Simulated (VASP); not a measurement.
# GaAs in VASP: a series of runs, part 2 of 2

VASP 6.6.1. Earlier steps stand in the parts before.

**3. Single point, PBEsol**

This run uses another cell than the first one: it holds 8 atoms, not 6.

Input file INCAR:

```
SYSTEM = GaAs
  PREC = Accurate
  ENCUT = 520
  EDIFF = 1E-7
  ISMEAR = 0
  SIGMA = 0.05
  LREAL = .FALSE.
  LASPH = .TRUE.
  NELM = 60
  ALGO = Normal
  ISIF = 2
  LWAVE = .FALSE.
  LCHARG = .FALSE.
  LDIPOL = .TRUE.
  IDIPOL = 3
  DIPOL = 0.5 0.5 0.500
  GGA = PS
  NBANDS = 46
```

Input file KPOINTS:

```
regular mesh
0
G
  9 9 1
  0 0 0
```

Input file POSCAR:

```
GaAs
1.0
    4.0010046525      0.0000000000      0.0000000000
    0.0000000000      4.0010046525      0.0000000000
    0.0000000000      0.0000000000     24.9019813248
As Ga
4 4
Direct
    0.0000000000      0.5000000000      0.3011808539
    0.5000000000      0.0000000000      0.4147917945
    0.0000000000      0.5000000000      0.5284027352
    0.5000000000      0.0000000000      0.6420136758
    0.5000000000      0.5000000000      0.3579863242
    0.0000000000      0.0000000000      0.4715972648
    0.5000000000      0.5000000000      0.5852082055
    0.0000000000      0.0000000000      0.6988191461
```

Potentials or basis: VASP PAW PBE potentials, release 64 (As, Ga_d).

Started as:

```console
> cat potpaw_PBE.64/As/POTCAR potpaw_PBE.64/Ga_d/POTCAR > POTCAR
> mpirun -np 1 vasp_std > vasp.out
```

OUTCAR:

```text
SYSTEM = GaAs
   PREC = Accurate
   ENCUT = 520
   EDIFF = 1E-7
   ISMEAR = 0
   LREAL = .FALSE.
   LASPH = .TRUE.
   NELM = 60
   ISIF = 2
   GGA = PS

 ion  position               nearest neighbor table
   1  0.000  0.500  0.301-   5 2.45   5 2.45
   2  0.500  0.000  0.415-   5 2.45   5 2.45   6 2.45   6 2.45
   3  0.000  0.500  0.528-   7 2.45   7 2.45   6 2.45   6 2.45
   4  0.500  0.000  0.642-   7 2.45   8 2.45   7 2.45   8 2.45
   5  0.500  0.500  0.358-   1 2.45   2 2.45   2 2.45   1 2.45
   6  0.000  0.000  0.472-   2 2.45   2 2.45   3 2.45   3 2.45
   7  0.500  0.500  0.585-   4 2.45   4 2.45   3 2.45   3 2.45
   8  0.000  0.000  0.699-   4 2.45   4 2.45

  LATTYP: Found a simple tetragonal cell.
 ALAT       =     4.0010046525
 C/A-ratio  =     6.2239321090

  Lattice vectors:

 A1 = (   4.0010046525,   0.0000000000,   0.0000000000)
 A2 = (   0.0000000000,   4.0010046525,   0.0000000000)
 A3 = (   0.0000000000,   0.0000000000,  24.9019813248)

Analysis of symmetry for initial positions (statically):
=====================================================================
 Subroutine PRICEL returns:
 Original cell was already a primitive cell.

 Routine SETGRP: Setting up the symmetry group for a
 simple tetragonal supercell.

 Subroutine GETGRP returns: Found  4 space group operations
 (whereof  4 operations were pure point group operations)
 out of a pool of 16 trial point group operations.

The static configuration has the point symmetry C_2v.

Analysis of symmetry for dynamics (positions and initial velocities):
=====================================================================
 Subroutine PRICEL returns:
 Original cell was already a primitive cell.

 Routine SETGRP: Setting up the symmetry group for a
[... 142 lines left out ...]
   GGA     = PS    functional components
   LHFCALC =     F    Hartree Fock is set to
   AEXX    =    0.0000 exact exchange contribution
   IVDW    =     0    specifies the selected vdW correction
   LEPSILON=     F    determine dielectric tensor
   LRPA    =     F    only Hartree local field effects (RPA)
 non-spin polarized calculation
 Gauss-broadening in eV      SIGMA  =   0.05
  energy-cutoff  :      520.00
  volume of cell :      398.63
 maximum number of plane-waves:     10837
 NGX is ok and might be reduce to    30

 number of electron      72.0000005 magnetization

 dipolmoment           0.000000      0.000000     -0.106442 electrons x Angstroem

 Free energy of the ion-electron system (eV)
  ---------------------------------------------------
  ext. energy  EPLUGINS =         0.00000000
  ---------------------------------------------------
  free energy    TOTEN  =       -32.90752506 eV

  energy without entropy =      -32.90263451  energy(sigma->0) =      -32.90507979

 E-fermi :  -1.1383     XC(G=0):  -5.1204

 val. band max:       -1.1566518894   @ k =   0.0000   0.1111   0.0000
 cond. band min:      -1.1377853397   @ k =   0.0000   0.0000   0.0000
 fundamental gap:      0.0188665497
 Fermi energy:        -1.1382605494

 k-point     1 :       0.0000    0.0000    0.0000
  band No.  band energies     occupation
      1     -16.2042      2.00000
      2     -16.1313      2.00000
      3     -16.1155      2.00000
      4     -16.0823      2.00000
      5     -16.0471      2.00000
      6     -15.9630      2.00000
[... 1165 lines left out ...]
     45       3.6054      0.00000
     46       4.0067      0.00000

 [... further k-points ...]

------------------------ aborting loop because EDIFF is reached ----------------------------------------

 vacuum level on the upper side and lower side of the slab       (xc-potential included)        -0.669         0.539

  FORCE on cell =-STRESS in cart. coord.  units (eV):
  Direction    XX          YY          ZZ          XY          YZ          ZX
  --------------------------------------------------------------------------------------
  -------------------------------------------------------------------------------------
  Total       -0.1107786     -1.2737377      1.1932953      0.0000000      0.0000000      0.0000000
  in kB       -0.4452401     -5.1193943      4.7960808      0.0000000      0.0000000      0.0000000
  external PRESSURE =      -0.2561845 kB  Pullay stress =       0.0000000 kB

 VOLUME and BASIS-vectors are now :
 -----------------------------------------------------------------------------
  energy-cutoff  :      520.00
  volume of cell :      398.63
      direct lattice vectors                 reciprocal lattice vectors
     4.001004652  0.000000000  0.000000000     0.249937225  0.000000000  0.000000000
     0.000000000  4.001004652  0.000000000     0.000000000  0.249937225  0.000000000
     0.000000000  0.000000000 24.901981325     0.000000000  0.000000000  0.040157447

 POSITION                                       TOTAL-FORCE (eV/Angst)
 -----------------------------------------------------------------------------------
      0.00000      2.00050      7.50000         0.000000      0.000000      0.119492
      2.00050      0.00000     10.32914         0.000000      0.000000      0.376201
      0.00000      2.00050     13.15828         0.000000      0.000000      0.223281
      2.00050      0.00000     15.98741         0.000000      0.000000     -0.360067
      2.00050      2.00050      8.91457         0.000000      0.000000     -0.377627
      0.00000      0.00000     11.74371         0.000000      0.000000     -0.270858
      2.00050      2.00050     14.57284         0.000000      0.000000     -0.262877
      0.00000      0.00000     17.40198         0.000000      0.000000      0.552455
 -----------------------------------------------------------------------------------
    total drift:                                0.000000      0.000000      0.000667

  FREE ENERGIE OF THE ION-ELECTRON SYSTEM (eV)
  ---------------------------------------------------
  free  energy   TOTEN  =       -32.9075250617 eV

  energy  without entropy=      -32.9026345130  energy(sigma->0) =      -32.90507979

 vacuum level on the upper side and lower side of the slab         3.422         4.670
```

OSZICAR:

```text
N       E                     dE             d eps       ncg     rms          rms(c)
DAV:   1     0.555443893477E+03    0.55544E+03   -0.31969E+04  2448   0.164E+03
DAV:   2     0.456096473999E+02   -0.50983E+03   -0.49386E+03  2688   0.404E+02
DAV:   3    -0.287366722196E+02   -0.74346E+02   -0.72931E+02  2664   0.143E+02
[... 19 lines left out ...]
DAV:  23    -0.329075234869E+02   -0.41339E-05   -0.11014E-07  1748   0.988E-04    0.167E-04
DAV:  24    -0.329075244751E+02   -0.98823E-06   -0.26141E-08  1764   0.571E-04    0.115E-04
DAV:  25    -0.329075248926E+02   -0.41741E-06   -0.13887E-08  1636   0.370E-04    0.625E-05
DAV:  26    -0.329075249943E+02   -0.10170E-06   -0.30050E-09  1664   0.268E-04    0.520E-05
DAV:  27    -0.329075250617E+02   -0.67415E-07   -0.27044E-09  1566   0.157E-04
   1 F= -.32907525E+02 E0= -.32905080E+02  d E =-.489055E-02
```

Run time: 7.2 min. Hardware: 1 thread of Intel Xeon 6975P-C (Granite Rapids), shared host; peak memory 0.64 GiB.

What came out:

```
Free energy            : -32.9075 eV
Largest force          : 0.552 eV/Å
Band gap on the k mesh : zero (bands 36 and 37 overlap by 0.69 eV)
```

Forces on the atoms (eV/Å):
```
As   0.000  0.000  0.119
As   0.000  0.000  0.376
As   0.000  0.000  0.223
As   0.000  0.000 -0.360
Ga   0.000  0.000 -0.378
Ga   0.000  0.000 -0.271
Ga   0.000  0.000 -0.263
Ga   0.000  0.000  0.552
```

Caveat: the PAW data sets were made with another functional, which shifts forces and pressure a little.

**4. Single point, PBEsol**

This run uses another cell than the first one: it holds 8 atoms, not 6.

Input file INCAR:

```
ALGO     = Normal         # electronic algorithm
DIPOL    = 0.5 0.5 0.500
EDIFF    = 1E-6           # SCF threshold, eV
ENCUT    = 520            # plane-wave cutoff, eV
GGA      = PS             # functional
IDIPOL   = 3            
ISIF     = 2              # what is computed and relaxed
ISMEAR   = 0              # smearing method
LASPH    = T              # aspherical terms in the spheres
LCHARG   = F              # write CHGCAR
LDIPOL   = T            
LREAL    = F              # projectors in reciprocal space
LWAVE    = F              # write WAVECAR
NBANDS   = 46             # bands
NELM     = 80             # most SCF steps
PREC     = Accurate       # precision mode
SIGMA    = 0.05           # smearing width, eV
```

Input file KPOINTS:

```
k-points
0
Gamma
  9 9 1
```

Input file POSCAR:

```
GaAs
1.0
    4.0010046525      0.0000000000      0.0000000000
    0.0000000000      4.0010046525      0.0000000000
    0.0000000000      0.0000000000     24.9019813248
As Ga
4 4
Direct
    0.0000000000      0.5000000000      0.3008652313
    0.5000000000      0.0000000000      0.4150203982
    0.0000000000      0.5000000000      0.5283539668
    0.5000000000      0.0000000000      0.6418473767
    0.5000000000      0.5000000000      0.3561426727
    0.0000000000      0.0000000000      0.4704620587
    0.5000000000      0.5000000000      0.5844405743
    0.0000000000      0.0000000000      0.7028677213
```

Potentials or basis: VASP PAW PBE potentials, release 64 (As, Ga_d).

Started as:

```console
> cat potpaw_PBE.64/As/POTCAR potpaw_PBE.64/Ga_d/POTCAR > POTCAR
> mpirun -np 1 vasp_std > vasp.out
```

OUTCAR:

```text
EDIFF = 1E-6
   ENCUT = 520
   GGA = PS
   ISIF = 2
   ISMEAR = 0
   LASPH = T
   LREAL = F
   NELM = 80
   PREC = Accurate

 ion  position               nearest neighbor table
   1  0.000  0.500  0.301-   5 2.43   5 2.43
   2  0.500  0.000  0.415-   6 2.43   6 2.43   5 2.48   5 2.48
   3  0.000  0.500  0.528-   7 2.44   7 2.44   6 2.47   6 2.47
   4  0.500  0.000  0.642-   7 2.46   7 2.46   8 2.51   8 2.51
   5  0.500  0.500  0.356-   1 2.43   1 2.43   2 2.48   2 2.48
   6  0.000  0.000  0.470-   2 2.43   2 2.43   3 2.47   3 2.47
   7  0.500  0.500  0.584-   3 2.44   3 2.44   4 2.46   4 2.46
   8  0.000  0.000  0.703-   4 2.51   4 2.51

  LATTYP: Found a simple tetragonal cell.
 ALAT       =     4.0010046525
 C/A-ratio  =     6.2239321090

  Lattice vectors:

 A1 = (   4.0010046525,   0.0000000000,   0.0000000000)
 A2 = (   0.0000000000,   4.0010046525,   0.0000000000)
 A3 = (   0.0000000000,   0.0000000000,  24.9019813248)

Analysis of symmetry for initial positions (statically):
=====================================================================
 Subroutine PRICEL returns:
 Original cell was already a primitive cell.

 Routine SETGRP: Setting up the symmetry group for a
 simple tetragonal supercell.

 Subroutine GETGRP returns: Found  4 space group operations
 (whereof  4 operations were pure point group operations)
 out of a pool of 16 trial point group operations.

The static configuration has the point symmetry C_2v.

Analysis of symmetry for dynamics (positions and initial velocities):
=====================================================================
 Subroutine PRICEL returns:
 Original cell was already a primitive cell.

 Routine SETGRP: Setting up the symmetry group for a
 simple tetragonal supercell.

 Subroutine GETGRP returns: Found  4 space group operations
 (whereof  4 operations were pure point group operations)
 out of a pool of 16 trial point group operations.

The dynamic configuration has the point symmetry C_2v.

 Subroutine INISYM returns: Found  4 space group operations
 (whereof  4 operations are pure point group operations),
 and found     1 'primitive' translations

----------------------------------------------------------------------------------------

                                     Primitive cell

  volume of cell :     398.6319

  direct lattice vectors                    reciprocal lattice vectors
     4.001004652  0.000000000  0.000000000     0.249937225  0.000000000  0.000000000
     0.000000000  4.001004652  0.000000000     0.000000000  0.249937225  0.000000000
     0.000000000  0.000000000 24.901981325     0.000000000  0.000000000  0.040157447

  length of vectors
     4.001004652  4.001004652 24.901981325     0.249937225  0.249937225  0.040157447

  position of ions in fractional coordinates (direct lattice)
     0.000000000  0.500000000  0.300865231
     0.500000000  0.000000000  0.415020398
     0.000000000  0.500000000  0.528353967
     0.500000000  0.000000000  0.641847377
     0.500000000  0.500000000  0.356142673
     0.000000000  0.000000000  0.470462059
[... 65 lines left out ...]
 -0.333333  0.444444  0.000000      4.000000
   k-points           NKPTS =     25   k-points in BZ     NKDIM =     25   number of bands    NBANDS=     46
   number of dos      NEDOS =    301   number of ions     NIONS =      8
   total plane-waves  NPLWV = 172800
   dimension x,y,z NGX =    30 NGY =   30 NGZ =  192
   dimension x,y,z NGXF=    60 NGYF=   60 NGZF=  384
   ions per type =               4   4
   NGX,Y,Z   is equivalent  to a cutoff of  12.47, 12.47, 12.82 a.u.
   NGXF,Y,Z  is equivalent  to a cutoff of  24.93, 24.93, 25.64 a.u.
 SYSTEM =  unknown system
   PREC   = accura    normal or accurate (medium, high low for compatibility)
   ISTART =      0    job   : 0-new  1-cont  2-samecut
   ICHARG =      2    charge: 1-file 2-atom 10-const
   ISPIN  =      1    spin polarized calculation?
   LNONCOLLINEAR =      F non collinear calculations
   LSORBIT =      F    spin-orbit coupling
   LASPH  =      T    aspherical Exc in radial PAW
   ENCUT  =  520.0 eV  38.22 Ry    6.18 a.u.   7.44  7.44 46.30*2*pi/ulx,y,z
   NELM   =     80;   NELMIN=  2; NELMDL= -5     # of ELM steps
   EDIFF  = 0.1E-05   stopping-criterion for ELM
   LREAL  =      F    real-space projection
   EDIFFG = 0.1E-04   stopping-criterion for IOM
   NSW    =      0    number of steps for IOM
   IBRION =     -1    ionic relax: 0-MD 1-quasi-New 2-CG
   NFREE  =      0    steps in history (QN), initial steepest desc. (CG)
   ISIF   =      2    stress and relaxation
   ISYM   =      2    0-nonsym 1-usesym 2-fastsym
   POTIM  = 0.5000    time-step for ionic-motion
   TEBEG  =    0.0;   TEEND  =   0.0 temperature during run
   PSTRESS=    0.0 pullay stress
   NELECT =      72.0000    total number of electrons
   NUPDOWN=      -1.0000    fix difference up-down
   EMIN   =  10.00;   EMAX   =-10.00  energy-range for DOS
   EFERMI =   0.00;   METHOD = LEGACY
   ISMEAR =     0;   SIGMA  =   0.05  broadening in eV -4-tet -1-fermi 0-gaus
   EFERMI_NEDOS =   21; number of points for ismear=-14 and -15
   IALGO  =     38    algorithm
   IMIX   =      4    mixing-type and parameters
     AMIX     =   0.40;   BMIX     =  1.00
     AMIX_MAG =   1.60;   BMIX_MAG =  1.00
  volume/ion in A,a.u.               =      49.83       336.26
  Fermi-wavevector in a.u.,A,eV,Ry     =   0.925398  1.748748 11.651493  0.856361
  Thomas-Fermi vector in A             =   2.051247
   LORBIT       =      0    0 simple, 1 ext, 2 COOP (PROOUT), +10 PAW based schemes
   GGA     = PS    functional components
   LHFCALC =     F    Hartree Fock is set to
   AEXX    =    0.0000 exact exchange contribution
   IVDW    =     0    specifies the selected vdW correction
   LEPSILON=     F    determine dielectric tensor
   LRPA    =     F    only Hartree local field effects (RPA)
 non-spin polarized calculation
 Gauss-broadening in eV      SIGMA  =   0.05
  energy-cutoff  :      520.00
  volume of cell :      398.63
 maximum number of plane-waves:     10837
 NGX is ok and might be reduce to    30

 number of electron      72.0000006 magnetization

 dipolmoment           0.000000      0.000000     -0.101897 electrons x Angstroem

 Free energy of the ion-electron system (eV)
  ---------------------------------------------------
  ext. energy  EPLUGINS =         0.00000000
  ---------------------------------------------------
  free energy    TOTEN  =       -32.95198994 eV

  energy without entropy =      -32.94721786  energy(sigma->0) =      -32.94960390

 E-fermi :  -1.1727     XC(G=0):  -5.1450

 val. band max:       -1.1775020567   @ k =   0.0000   0.2222   0.0000
 cond. band min:      -1.1697133532   @ k =   0.1111   0.1111   0.0000
 fundamental gap:      0.0077887035
 Fermi energy:        -1.1726718445

 k-point     1 :       0.0000    0.0000    0.0000
  band No.  band energies     occupation
      1     -16.0860      2.00000
      2     -16.0090      2.00000
      3     -16.0015      2.00000
      4     -15.9644      2.00000
      5     -15.9304      2.00000
      6     -15.8656      2.00000
[... 1165 lines left out ...]
     45       3.5703      0.00000
     46       3.8758      0.00000

 [... further k-points ...]

------------------------ aborting loop because EDIFF is reached ----------------------------------------

 vacuum level on the upper side and lower side of the slab       (xc-potential included)        -0.707         0.422

  FORCE on cell =-STRESS in cart. coord.  units (eV):
  Direction    XX          YY          ZZ          XY          YZ          ZX
  --------------------------------------------------------------------------------------
  -------------------------------------------------------------------------------------
  Total        0.0366598     -2.0569512      0.1456553      0.0000000      0.0000000      0.0000000
  in kB        0.1473429     -8.2672782      0.5854163      0.0000000      0.0000000      0.0000000
  external PRESSURE =      -2.5115063 kB  Pullay stress =       0.0000000 kB

 VOLUME and BASIS-vectors are now :
 -----------------------------------------------------------------------------
  energy-cutoff  :      520.00
  volume of cell :      398.63
      direct lattice vectors                 reciprocal lattice vectors
     4.001004652  0.000000000  0.000000000     0.249937225  0.000000000  0.000000000
     0.000000000  4.001004652  0.000000000     0.000000000  0.249937225  0.000000000
     0.000000000  0.000000000 24.901981325     0.000000000  0.000000000  0.040157447

 POSITION                                       TOTAL-FORCE (eV/Angst)
 -----------------------------------------------------------------------------------
      0.00000      2.00050      7.49214         0.000000      0.000000     -0.012233
      2.00050      0.00000     10.33483         0.000000      0.000000      0.004854
      0.00000      2.00050     13.15706         0.000000      0.000000     -0.017141
      2.00050      0.00000     15.98327         0.000000      0.000000     -0.004435
      2.00050      2.00050      8.86866         0.000000      0.000000     -0.005603
      0.00000      0.00000     11.71544         0.000000      0.000000      0.003303
      2.00050      2.00050     14.55373         0.000000      0.000000      0.016636
      0.00000      0.00000     17.50280         0.000000      0.000000      0.014618
 -----------------------------------------------------------------------------------
    total drift:                                0.000000     -0.000000     -0.000043

  FREE ENERGIE OF THE ION-ELECTRON SYSTEM (eV)
  ---------------------------------------------------
  free  energy   TOTEN  =       -32.9519899367 eV

  energy  without entropy=      -32.9472178596  energy(sigma->0) =      -32.94960390

 vacuum level on the upper side and lower side of the slab         3.367         4.528
```

Run time: 6.8 min. Hardware: 1 thread of Intel Xeon 6975P-C (Granite Rapids), shared host; peak memory 0.63 GiB.

Results:

- Free energy: -32.9520 eV
- Largest force: 0.017 eV/Å
- Band gap on the k mesh: zero (bands 36 and 37 overlap by 0.70 eV)

Forces in eV/Å, atoms in the order of the input:
```
As   0.000  0.000 -0.012
As   0.000  0.000  0.005
As   0.000  0.000 -0.017
As   0.000  0.000 -0.004
Ga   0.000  0.000 -0.006
Ga   0.000  0.000  0.003
Ga   0.000  0.000  0.017
Ga   0.000  0.000  0.015
```

Caveat: the PAW data sets were made with another functional, which shifts forces and pressure a little.

**5. Summary**

```tsv
cell	k mesh	gap on the mesh (eV)	largest force (eV/Å)
a = 4.001, b = 4.001, c = 24.073 Å, 6 atoms, atomic positions A	7 × 7 × 1	none	0.55
a = 4.001, b = 4.001, c = 24.902 Å, 8 atoms, atomic positions B	9 × 9 × 1	none	0.55
a = 4.001, b = 4.001, c = 24.902 Å, 8 atoms, atomic positions C	9 × 9 × 1	none	0.02
```

Alike in all rows: task single point; level PBEsol; potentials or basis VASP PAW PBE potentials, release 64 (As, Ga_d); no spin polarisation; cutoff (eV) 520; smearing gaussian 0.05 eV.

Caveats: the PAW data sets were made with another functional, which shifts forces and pressure a little.

Total energies depend on the potentials used, so only differences within one code and one set of settings carry meaning.
